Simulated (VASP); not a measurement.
# Sb3Au in VASP: notebook, part 2 of 2

VASP 6.6.1. Earlier steps stand in the parts before.

## Step 4: Electric field gradients, LDA (zz strain of +1 %)

Contents of INCAR:

```
  PREC = Accurate
  ENCUT = 520
  EDIFF = 1E-8
  ISMEAR = -1
  SIGMA = 0.05
  LREAL = F
  LASPH = T
  NELM = 60
  ALGO = Normal
  ISIF = 2
  LWAVE = F
  LCHARG = F
  GGA = CA
  LEFG = T
  NBANDS = 21
```

Contents of KPOINTS:

```
regular mesh
0
Gamma
  10 10 10
```

Contents of POSCAR:

```
Sb3Au
1.0
   -3.0400000000      3.0400000000      3.0704000000
    3.0400000000     -3.0400000000      3.0704000000
    3.0400000000      3.0400000000     -3.0704000000
Sb Au
3 1
Direct
    0.0000000000      0.5000000000      0.5000000000
    0.5000000000      0.0000000000      0.5000000000
    0.5000000000      0.5000000000      0.0000000000
    0.0000000000      0.0000000000      0.0000000000
```

Potentials or basis: VASP PAW LDA potentials, release 64 (Sb, Au).

Command:

```console
$ cat potpaw_LDA.64/Sb/POTCAR potpaw_LDA.64/Au/POTCAR > POTCAR
$ mpirun -np 1 vasp_std > vasp.out
```

OUTCAR:

```text
PREC = Accurate
   ENCUT = 520
   EDIFF = 1E-8
   ISMEAR = -1
   LREAL = F
   LASPH = T
   NELM = 60
   ISIF = 2
   GGA = CA

 ion  position               nearest neighbor table
   1  0.000  0.500  0.500-   3 3.04   4 3.04   4 3.04   3 3.04   2 3.07   2 3.07
   2  0.500  0.000  0.500-   3 3.04   4 3.04   3 3.04   4 3.04   1 3.07   1 3.07
   3  0.500  0.500  0.000-   1 3.04   2 3.04   2 3.04   1 3.04   4 3.07   4 3.07
   4  0.000  0.000  0.000-   1 3.04   2 3.04   1 3.04   2 3.04   3 3.07   3 3.07

  LATTYP: Found a body centered tetragonal cell.
 ALAT       =     6.0800000000
 C/A-ratio  =     1.0100000000

  Lattice vectors:

 A1 = (  -3.0400000000,   3.0400000000,   3.0704000000)
 A2 = (   3.0400000000,  -3.0400000000,   3.0704000000)
 A3 = (   3.0400000000,   3.0400000000,  -3.0704000000)

Analysis of symmetry for initial positions (statically):
=====================================================================
 Subroutine PRICEL returns:
 Original cell was already a primitive cell.

[... 778 lines left out ...]
      3.04000      0.00000      0.00000        -0.000000      0.000000     -0.000000
      0.00000      3.04000      0.00000         0.000000      0.000000      0.000000
      0.00000      0.00000      3.07040         0.000000     -0.000000     -0.000000
      0.00000      0.00000      0.00000        -0.000000      0.000000     -0.000000
 -----------------------------------------------------------------------------------
    total drift:                               -0.000000      0.000000      0.000000

  FREE ENERGIE OF THE ION-ELECTRON SYSTEM (eV)
  ---------------------------------------------------
  free  energy   TOTEN  =       -18.3550936405 eV

  energy  without entropy=      -18.3376197193  energy(sigma->0) =      -18.34635668

 Electric field gradients (V/A^2)
---------------------------------------------------------------------
 ion       V_xx      V_yy      V_zz      V_xy      V_xz      V_yz
---------------------------------------------------------------------
   1      -8.703     3.110     5.593    -0.000    -0.000    -0.000
   2       3.110    -8.703     5.593    -0.000    -0.000    -0.000
   3      -1.308    -1.308     2.616    -0.000    -0.000    -0.000
   4      -5.504    -5.504    11.008    -0.001    -0.001    -0.001
---------------------------------------------------------------------

 Electric field gradients after diagonalization (V/A^2)
 (convention: |V_zz| > |V_xx| > |V_yy|)
----------------------------------------------------------------------
 ion       V_xx      V_yy      V_zz     asymmetry (V_yy - V_xx)/ V_zz
----------------------------------------------------------------------
   1       5.593     3.110    -8.703       0.285
   2       5.593     3.110    -8.703       0.285
   3      -1.308    -1.308     2.616       0.000
   4      -5.505    -5.503    11.008       0.000
----------------------------------------------------------------------

           NMR quadrupolar parameters

 Cq : quadrupolar parameter    Cq=e*Q*V_zz/h
 eta: asymmetry parameters     (V_yy - V_xx)/ V_zz
 Q  : nuclear electric quadrupole moment in mb (millibarn)
----------------------------------------------------------------------
 ion       Cq(MHz)       eta       Q (mb)
----------------------------------------------------------------------
   1      -0.021       0.285       1.000
   2      -0.021       0.285       1.000
   3       0.006       0.000       1.000
   4       0.027       0.000       1.000
----------------------------------------------------------------------
```

Run time: 97 s. Hardware: 1 thread of AMD EPYC 9R45 (Zen 5), shared host; peak memory 0.33 GiB.

What came out:

| Item | Value |
| --- | --- |
| Free energy | -18.3551 eV |
| Pressure | -8.1 GPa |
| Band gap on the k mesh | zero (bands 13 and 14 overlap by 2.62 eV) |
| Largest electric field gradient by atom | Sb -8.7, +2.6 (each value once); Au +11.0 V/Å² |

Stress tensor (GPa, compression positive):
```
-7.89  0.00  0.00
 0.00 -7.89  0.00
 0.00  0.00 -8.59
```

Electric field gradients, principal values (V/Å²):
```tsv
atom	least	middle	greatest (by size)
1 Sb	3.110	5.593	-8.703
2 Sb	3.110	5.593	-8.703
3 Sb	-1.308	-1.308	2.616
4 Au	-5.503	-5.505	11.008
```

Caveat: the cell differs from its parent crystal (zz strain of +1 %); the cell stands under tension; without QUAD_EFG the Cq values of the log hold for a quadrupole moment of 1 mb, not for the nuclei; spin-orbit coupling is left out, which moves the levels of the heavy elements.

## Step 5: Electric field gradients, LDA (26.41 Å³/atom)

This run uses another cell than the first one, of 26.41 Å³/atom.

Contents of INCAR:

```
SYSTEM = Sb3Au
PREC     = Accurate       ! precision mode
ENCUT    = 520            ! plane-wave cutoff, eV
EDIFF    = 1E-8           ! SCF threshold, eV
ISMEAR   = -1             ! smearing method
SIGMA    = 0.05           ! smearing width, eV
LREAL    = .False.        ! projectors in reciprocal space
LASPH    = .True.         ! aspherical terms in the spheres
NELM     = 100            ! most SCF steps
ALGO     = Normal         ! electronic algorithm
ISIF     = 2              ! what is computed and relaxed
LWAVE    = .False.        ! write WAVECAR
LCHARG   = .False.        ! write CHGCAR
GGA      = CA             ! functional
LEFG     = .True.       
NBANDS   = 21             ! bands
```

Contents of KPOINTS:

```
regular mesh
0
Gamma
  10 10 10
  0 0 0
```

Contents of POSCAR:

```
Sb3Au
1.0
   -2.9779417705      2.9779417705      2.9779417705
    2.9779417705     -2.9779417705      2.9779417705
    2.9779417705      2.9779417705     -2.9779417705
Sb Au
3 1
Direct
    0.0000000000      0.5000000000      0.5000000000
    0.5000000000      0.0000000000      0.5000000000
    0.5000000000      0.5000000000      0.0000000000
    0.0000000000      0.0000000000      0.0000000000
```

Potentials or basis: VASP PAW LDA potentials, release 64 (Sb, Au).

Command:

```console
$ cat potpaw_LDA.64/Sb/POTCAR potpaw_LDA.64/Au/POTCAR > POTCAR
$ mpirun -np 1 vasp_std > vasp.out
```

OUTCAR:

```text
SYSTEM = Sb3Au
   PREC = Accurate
   ENCUT = 520
   EDIFF = 1E-8
   ISMEAR = -1
   LREAL = .False.
   LASPH = .True.
   NELM = 100
   ISIF = 2
   GGA = CA

 ion  position               nearest neighbor table
   1  0.000  0.500  0.500-   2 2.98   3 2.98   4 2.98   4 2.98   3 2.98   2 2.98
   2  0.500  0.000  0.500-   1 2.98   3 2.98   4 2.98   3 2.98   4 2.98   1 2.98
   3  0.500  0.500  0.000-   1 2.98   2 2.98   4 2.98   2 2.98   1 2.98   4 2.98
   4  0.000  0.000  0.000-   1 2.98   2 2.98   3 2.98   1 2.98   2 2.98   3 2.98

  LATTYP: Found a body centered cubic cell.
 ALAT       =     5.9558835410

  Lattice vectors:

 A1 = (  -2.9779417705,   2.9779417705,   2.9779417705)
 A2 = (   2.9779417705,  -2.9779417705,   2.9779417705)
 A3 = (   2.9779417705,   2.9779417705,  -2.9779417705)

Analysis of symmetry for initial positions (statically):
=====================================================================
 Subroutine PRICEL returns:
 Original cell was already a primitive cell.

 Routine SETGRP: Setting up the symmetry group for a
 body centered cubic supercell.

 Subroutine GETGRP returns: Found 48 space group operations
 (whereof 48 operations were pure point group operations)
 out of a pool of 48 trial point group operations.

The static configuration has the point symmetry O_h .

Analysis of symmetry for dynamics (positions and initial velocities):
=====================================================================
 Subroutine PRICEL returns:
[... 745 lines left out ...]

------------------------ aborting loop because EDIFF is reached ----------------------------------------

  FORCE on cell =-STRESS in cart. coord.  units (eV):
  Direction    XX          YY          ZZ          XY          YZ          ZX
  --------------------------------------------------------------------------------------
  -------------------------------------------------------------------------------------
  Total       -3.0485490     -3.0485490     -3.0485490     -0.0000000      0.0000000      0.0000000
  in kB      -46.2375883    -46.2375883    -46.2375883     -0.0000000      0.0000000      0.0000000
  external PRESSURE =     -46.2375883 kB  Pullay stress =       0.0000000 kB

 VOLUME and BASIS-vectors are now :
 -----------------------------------------------------------------------------
  energy-cutoff  :      520.00
  volume of cell :      105.64
      direct lattice vectors                 reciprocal lattice vectors
    -2.977941771  2.977941771  2.977941771     0.000000000  0.167901201  0.167901201
     2.977941771 -2.977941771  2.977941771     0.167901201  0.000000000  0.167901201
     2.977941771  2.977941771 -2.977941771     0.167901201  0.167901201  0.000000000

 POSITION                                       TOTAL-FORCE (eV/Angst)
 -----------------------------------------------------------------------------------
      2.97794      0.00000      0.00000        -0.000000      0.000000      0.000000
      0.00000      2.97794      0.00000         0.000000     -0.000000     -0.000000
      0.00000      0.00000      2.97794        -0.000000      0.000000     -0.000000
      0.00000      0.00000      0.00000        -0.000000     -0.000000     -0.000000
 -----------------------------------------------------------------------------------
    total drift:                               -0.000000      0.000000      0.000000

  FREE ENERGIE OF THE ION-ELECTRON SYSTEM (eV)
  ---------------------------------------------------
  free  energy   TOTEN  =       -18.6758555466 eV

  energy  without entropy=      -18.6586426582  energy(sigma->0) =      -18.66724910

 Electric field gradients (V/A^2)
---------------------------------------------------------------------
 ion       V_xx      V_yy      V_zz      V_xy      V_xz      V_yz
---------------------------------------------------------------------
   1      -2.364     1.182     1.182     0.000     0.000     0.000
   2       1.182    -2.364     1.182     0.000     0.000     0.000
   3       1.182     1.182    -2.364     0.000     0.000     0.000
   4      -0.000    -0.000    -0.000    -0.000    -0.000    -0.000
---------------------------------------------------------------------

 Electric field gradients after diagonalization (V/A^2)
 (convention: |V_zz| > |V_xx| > |V_yy|)
----------------------------------------------------------------------
 ion       V_xx      V_yy      V_zz     asymmetry (V_yy - V_xx)/ V_zz
----------------------------------------------------------------------
   1       1.182     1.182    -2.364       0.000
   2       1.182     1.182    -2.364       0.000
   3       1.182     1.182    -2.364       0.000
   4       0.000     0.000    -0.001       0.000
----------------------------------------------------------------------

           NMR quadrupolar parameters

 Cq : quadrupolar parameter    Cq=e*Q*V_zz/h
 eta: asymmetry parameters     (V_yy - V_xx)/ V_zz
 Q  : nuclear electric quadrupole moment in mb (millibarn)
----------------------------------------------------------------------
 ion       Cq(MHz)       eta       Q (mb)
----------------------------------------------------------------------
   1      -0.006       0.000       1.000
   2      -0.006       0.000       1.000
   3      -0.006       0.000       1.000
   4      -0.000       0.000       1.000
----------------------------------------------------------------------
```

OSZICAR:

```text
N       E                     dE             d eps       ncg     rms          rms(c)
DAV:   1     0.137310452884E+03    0.13731E+03   -0.97407E+03  1974   0.103E+03
DAV:   2    -0.111840495791E+02   -0.14849E+03   -0.14274E+03  2385   0.189E+02
DAV:   3    -0.191334320720E+02   -0.79494E+01   -0.77705E+01  2380   0.477E+01
DAV:   4    -0.192208770007E+02   -0.87445E-01   -0.87336E-01  2152   0.549E+00
DAV:   5    -0.192219248265E+02   -0.10478E-02   -0.10478E-02  2336   0.689E-01    0.643E+00
DAV:   6    -0.187402966423E+02    0.48163E+00   -0.33104E+00  2119   0.148E+01    0.475E+00
DAV:   7    -0.186884387823E+02    0.51858E-01   -0.26517E-01  2014   0.431E+00    0.268E+00
DAV:   8    -0.186797427237E+02    0.86961E-02   -0.64529E-02  2113   0.159E+00    0.408E-01
DAV:   9    -0.186758560512E+02    0.38867E-02   -0.16296E-02  2089   0.114E+00    0.166E-01
DAV:  10    -0.186758812633E+02   -0.25212E-04   -0.10242E-03  2154   0.169E-01    0.321E-02
DAV:  11    -0.186758554774E+02    0.25786E-04   -0.13163E-04  2171   0.981E-02    0.964E-03
DAV:  12    -0.186758563011E+02   -0.82371E-06   -0.15054E-05  2152   0.220E-02    0.989E-03
DAV:  13    -0.186758555963E+02    0.70479E-06   -0.15408E-06  2166   0.102E-02    0.374E-03
DAV:  14    -0.186758555463E+02    0.49952E-07   -0.48180E-07  2154   0.464E-03    0.625E-04
DAV:  15    -0.186758555466E+02   -0.24738E-09   -0.15346E-08  1478   0.841E-04
   1 F= -.18675856E+02 E0= -.18667249E+02  d E =-.172129E-01
```

stdout:

```text
POSCAR found type information on POSCAR SbAu
 POSCAR found :  2 types and       4 ions
 scaLAPACK will be used
 LDA part: xc-table for (Slater(with rela. corr.)+CA(PZ))
 , standard interpolation
 POSCAR, INCAR and KPOINTS ok, starting setup
 FFT: planning ... GRIDC
 FFT: planning ... GRID_SOFT
 FFT: planning ... GRID
 WAVECAR not read
 entering main loop
ion   1

ion   2

ion   3

ion   4
```

Wall time 56 s (1 thread of Intel Xeon 6975P-C (Granite Rapids), shared host); peak memory 0.26 GiB.

Results:

```yaml
Free_energy: -18.6759 eV
Pressure: -4.6 GPa
Band_gap_on_the_k_mesh: zero (bands 13 and 14 overlap by 3.01 eV)
Largest_electric_field_gradient_by_atom: Sb -2.4; Au -0.0 V/Å²
```

Levels at points of the mesh, in eV from the Fermi level:
```csv
k point,band 9,band 10,band 11,band 12,band 13,band 14,band 15,band 16,band 17,band 18
"(0.00, 0.00, 0.00)",-3.72,-3.36,-3.36,-1.54,-1.54,-1.54,-1.07,3.76,3.76,3.76
"(0.50, 0.00, 0.00)",-3.11,-2.90,-2.23,-0.50,-0.09,0.09,1.12,2.69,4.75,4.98
"(0.50, 0.50, 0.50)",-3.93,-3.62,-3.62,-0.12,-0.12,-0.12,0.29,6.32,6.32,6.32
```

Electric field gradients, principal values (V/Å²):
```tsv
atom	least	middle	greatest (by size)
1 Sb	1.182	1.182	-2.364
2 Sb	1.182	1.182	-2.364
3 Sb	1.182	1.182	-2.364
4 Au	0.000	0.000	-0.001
```

Caveat: the cell stands under tension; without QUAD_EFG the Cq values of the log hold for a quadrupole moment of 1 mb, not for the nuclei; spin-orbit coupling is left out, which moves the levels of the heavy elements.

## Step 6: Electric field gradients, LDA (26.41 Å³/atom)

This run uses another cell than the first one, of 26.41 Å³/atom.

Contents of INCAR:

```
ALGO     = Normal         # electronic algorithm
EDIFF    = 1E-8           # SCF threshold, eV
ENCUT    = 520            # plane-wave cutoff, eV
ISIF     = 2              # what is computed and relaxed
ISMEAR   = -1             # smearing method
LASPH    = True           # aspherical terms in the spheres
LCHARG   = False          # write CHGCAR
LEFG     = True         
LREAL    = False          # projectors in reciprocal space
LWAVE    = False          # write WAVECAR
NBANDS   = 21             # bands
NELM     = 80             # most SCF steps
PREC     = Accurate       # precision mode
SIGMA    = 0.05           # smearing width, eV
```

Contents of KPOINTS:

```
k-points
0
Gamma
  10 10 10
```

POSCAR is that of step 5.

Potentials or basis: VASP PAW LDA potentials, release 64 (Sb, Au).

Command:

```console
$ cat potpaw_LDA.64/Sb/POTCAR potpaw_LDA.64/Au/POTCAR > POTCAR
$ mpirun -np 1 vasp_std > vasp.out
```

OUTCAR:

```text
EDIFF = 1E-8
   ENCUT = 520
   ISIF = 2
   ISMEAR = -1
   LASPH = True
   LREAL = False
   NELM = 80
   PREC = Accurate

 ion  position               nearest neighbor table
   1  0.000  0.500  0.500-   2 2.98   3 2.98   4 2.98   4 2.98   3 2.98   2 2.98
   2  0.500  0.000  0.500-   1 2.98   3 2.98   4 2.98   3 2.98   4 2.98   1 2.98
   3  0.500  0.500  0.000-   1 2.98   2 2.98   4 2.98   2 2.98   1 2.98   4 2.98
   4  0.000  0.000  0.000-   1 2.98   2 2.98   3 2.98   1 2.98   2 2.98   3 2.98

  LATTYP: Found a body centered cubic cell.
 ALAT       =     5.9558835410

  Lattice vectors:

 A1 = (  -2.9779417705,   2.9779417705,   2.9779417705)
 A2 = (   2.9779417705,  -2.9779417705,   2.9779417705)
 A3 = (   2.9779417705,   2.9779417705,  -2.9779417705)
[... 802 lines left out ...]
   1      -2.364     1.182     1.182     0.000     0.000     0.000
   2       1.182    -2.364     1.182     0.000     0.000     0.000
   3       1.182     1.182    -2.364     0.000     0.000     0.000
   4      -0.000    -0.000    -0.000    -0.000    -0.000    -0.000
---------------------------------------------------------------------

 Electric field gradients after diagonalization (V/A^2)
 (convention: |V_zz| > |V_xx| > |V_yy|)
----------------------------------------------------------------------
 ion       V_xx      V_yy      V_zz     asymmetry (V_yy - V_xx)/ V_zz
----------------------------------------------------------------------
   1       1.182     1.182    -2.364       0.000
   2       1.182     1.182    -2.364       0.000
   3       1.182     1.182    -2.364       0.000
   4       0.000     0.000    -0.001       0.000
----------------------------------------------------------------------

           NMR quadrupolar parameters

 Cq : quadrupolar parameter    Cq=e*Q*V_zz/h
 eta: asymmetry parameters     (V_yy - V_xx)/ V_zz
 Q  : nuclear electric quadrupole moment in mb (millibarn)
----------------------------------------------------------------------
 ion       Cq(MHz)       eta       Q (mb)
----------------------------------------------------------------------
   1      -0.006       0.000       1.000
   2      -0.006       0.000       1.000
   3      -0.006       0.000       1.000
   4      -0.000       0.000       1.000
----------------------------------------------------------------------
```

It took 53 s on 1 thread of Intel Xeon 6975P-C (Granite Rapids), shared host; peak memory 0.26 GiB.

What came out:

- Free energy: -18.6759 eV
- Pressure: -4.6 GPa
- Band gap on the k mesh: zero (bands 13 and 14 overlap by 3.01 eV)
- Largest electric field gradient by atom: Sb -2.4; Au -0.0 V/Å²

Levels at points of the mesh, in eV from the Fermi level:
| k point | band 10 | band 11 | band 12 | band 13 | band 14 | band 15 | band 16 | band 17 |
| --- | --- | --- | --- | --- | --- | --- | --- | --- |
| (0.00, 0.00, 0.00) | -3.36 | -3.36 | -1.54 | -1.54 | -1.54 | -1.07 | 3.76 | 3.76 |
| (0.50, 0.00, 0.00) | -2.90 | -2.23 | -0.50 | -0.09 | 0.09 | 1.12 | 2.69 | 4.75 |
| (0.50, 0.50, 0.50) | -3.62 | -3.62 | -0.12 | -0.12 | -0.12 | 0.29 | 6.32 | 6.32 |

Electric field gradients, principal values (V/Å²):
```
atom  least  middle  greatest (by size)
1 Sb  1.182   1.182              -2.364
2 Sb  1.182   1.182              -2.364
3 Sb  1.182   1.182              -2.364
4 Au  0.000   0.000              -0.001
```

Caveat: the cell stands under tension; without QUAD_EFG the Cq values of the log hold for a quadrupole moment of 1 mb, not for the nuclei; spin-orbit coupling is left out, which moves the levels of the heavy elements.

## Step 7: Overview

```tsv
cell	gap on the mesh (eV)	pressure (GPa)
a = 5.300 Å, angles 109.5°, 4 atoms	none	-8.5
a = 5.283 Å, angles 109.7, 109.7, 108.9°, 4 atoms	none	-8.1
a = 5.158 Å, angles 109.5°, 4 atoms	none	-4.6
```

Alike in all rows: task electric field gradients; level LDA; potentials or basis VASP PAW LDA potentials, release 64 (Sb, Au); no spin polarisation; k mesh 10 × 10 × 10; cutoff (eV) 520; smearing fermi-dirac 0.05 eV.

Caveats: the cell stands under tension; spin-orbit coupling is left out, which moves the levels of the heavy elements.

Absolute energies hang on the potentials; compare differences alone.
